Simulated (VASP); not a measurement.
Wanted: the native input for a VASP 6.6.1 run.

| Item | Value |
| --- | --- |
| Task | single point |
| Functional | PBE0 |
| Potentials or basis | VASP PAW PBE potentials, release 64 (Li_sv, Se, Tl_d) |
| Cutoff | 650 eV |
| k mesh | 4 × 4 × 4 |
| Occupations | gaussian, width 0.01 eV |
| Spin | no spin polarisation |
| Dipole correction | no |
| Grid for exact exchange (PRECFOCK) | Normal |
| Further INCAR settings | ALGO = Normal; EDIFF = 1e-06; NBANDS = 22 |

LiTlSe2:

```
Li Se Tl
1.0
     4.26392    0.00000    0.00000
     0.00000    4.26392    0.00000
     0.00000    0.00000    5.98025
Li Se Tl
1 2 1
Direct
  0.00000 0.00000 0.00000
  0.00000 0.50000 0.22921
  0.50000 0.00000 0.77079
  0.50000 0.50000 0.50000
```

One way to write it, as run:

POSCAR

```
LiTlSe2
1.0
    4.2639248188      0.0000000000      0.0000000000
    0.0000000000      4.2639248188      0.0000000000
    0.0000000000      0.0000000000      5.9802485742
Li Se Tl
1 2 1
Direct
    0.0000000000      0.0000000000      0.0000000000
    0.0000000000      0.5000000000      0.2292133877
    0.5000000000      0.0000000000      0.7707866123
    0.5000000000      0.5000000000      0.5000000000
```

INCAR.step1

```
ALGO     = Normal         # electronic algorithm
EDIFF    = 1E-5           # SCF threshold, eV
ENCUT    = 650            # plane-wave cutoff, eV
GGA      = PE             # functional
GGA_COMPAT= False        
ISIF     = 2              # what is computed and relaxed
ISMEAR   = 0              # smearing method
KPAR     = 4            
LASPH    = True           # aspherical terms in the spheres
LCHARG   = False          # write CHGCAR
LREAL    = False          # projectors in reciprocal space
LWAVE    = True           # write WAVECAR
NBANDS   = 22             # bands
NELM     = 120            # most SCF steps
PREC     = Accurate       # precision mode
SIGMA    = 0.01           # smearing width, eV
```

INCAR.step2

```
AEXX     = 0.25           # exact-exchange fraction
ALGO     = Normal         # electronic algorithm
EDIFF    = 1E-6           # SCF threshold, eV
ENCUT    = 650            # plane-wave cutoff, eV
GGA      = PE             # functional
GGA_COMPAT= False        
ISIF     = 2              # what is computed and relaxed
ISMEAR   = 0              # smearing method
ISTART   = 1            
KPAR     = 4            
LASPH    = True           # aspherical terms in the spheres
LCHARG   = False          # write CHGCAR
LHFCALC  = True           # exact exchange
LREAL    = False          # projectors in reciprocal space
LWAVE    = False          # write WAVECAR
NBANDS   = 22             # bands
NELM     = 120            # most SCF steps
PREC     = Accurate       # precision mode
PRECFOCK = Normal       
SIGMA    = 0.01           # smearing width, eV
```

KPOINTS

```
k-points
0
Gamma
  4 4 4
```

Potentials or basis: VASP PAW PBE potentials, release 64 (Li_sv, Se, Tl_d).

Run with:

```sh
$ cat potpaw_PBE.64/Li_sv/POTCAR potpaw_PBE.64/Se/POTCAR potpaw_PBE.64/Tl_d/POTCAR > POTCAR
$ cp INCAR.step1 INCAR
$ mpirun -np 4 vasp_std > vasp.out
$ cp INCAR.step2 INCAR
$ mpirun -np 4 vasp_std > vasp.out
```

Results of the run:

| Quantity | Value |
| --- | --- |
| Pressure | -0.6 GPa |
| Largest force | 0.139 eV/Å |
| Band gap on the k mesh | 1.82 eV, direct |

Caveat: the PAW data sets were made with another functional, which shifts forces and pressure a little; spin-orbit coupling is left out, which moves the levels of the heavy elements.

It took 28 min on 4 MPI ranks on Intel(R) Xeon(R) Platinum 8259CL CPU @ 2.50GHz (Skylake/Cascade Lake), with other jobs on the host, peak memory 0.32 GiB a rank.
